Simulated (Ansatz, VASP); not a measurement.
Two plane-wave programs on BN

Contents of INCAR:

```
PREC = Accurate
ENCUT = 520
EDIFF = 1E-6
ISMEAR = 0
SIGMA = 0.02
LREAL = False
LASPH = True
NELM = 80
ALGO = Normal
ISIF = 2
LWAVE = False
LCHARG = False
GGA = PS
NBANDS = 11
```

Contents of KPOINTS:

```
Automatic mesh
0
Gamma
  12 12 12
```

POSCAR

```
BN
1.0
    0.0000000000      1.7789165812      1.7789165812
    1.7789165812      0.0000000000      1.7789165812
    1.7789165812      1.7789165812      0.0000000000
B N
1 1
Direct
    0.0000000000      0.0000000000      0.0000000000
    0.7500000000      0.7500000000      0.7500000000
```

Input for Ansatz:

```yaml
crystal:
  lattice:
    - [0.0, 1.7789165812, 1.7789165812]
    - [1.7789165812, 0.0, 1.7789165812]
    - [1.7789165812, 1.7789165812, 0.0]
  atoms:
    - { symbol: B, position: [0.0, 0.0, 0.0] }
    - { symbol: "N", position: [0.75, 0.75, 0.75] }
basis:
  ecutwfc: 420
kpoints:
  mp_grid: { grid: [12, 12, 12] }
hamiltonian:
  xc: pbesol
scf:
  occupations: { method: gaussian, width: 0.02 }
output:
  forces: true
  stress: true
  eigenvalues: true
```

Alike in both runs: task single point; functional PBEsol; k mesh 12 × 12 × 12; occupations gaussian, width 0.02 eV; no spin polarisation.

```csv
,VASP,Ansatz
version,VASP 6.6.1,Ansatz 0.2.0
potentials or method,"VASP PAW PBE potentials, release 64 (B, N), cutoff 520 eV","scalar-relativistic, plane waves, PAW"
valence electrons in the cell,8,8
```

VASP gave:

* gap on the k mesh at the Fermi level (eV): 4.33
* least direct gap on the mesh (eV): 8.99
* pressure (GPa): 17.4

Question: Which values does Ansatz return?

Answer: gap on the k mesh at the Fermi level (eV): 4.34; least direct gap on the mesh (eV): 8.99; pressure (GPa): 16.6.

VASP's potentials were made for PBE, not for PBEsol.
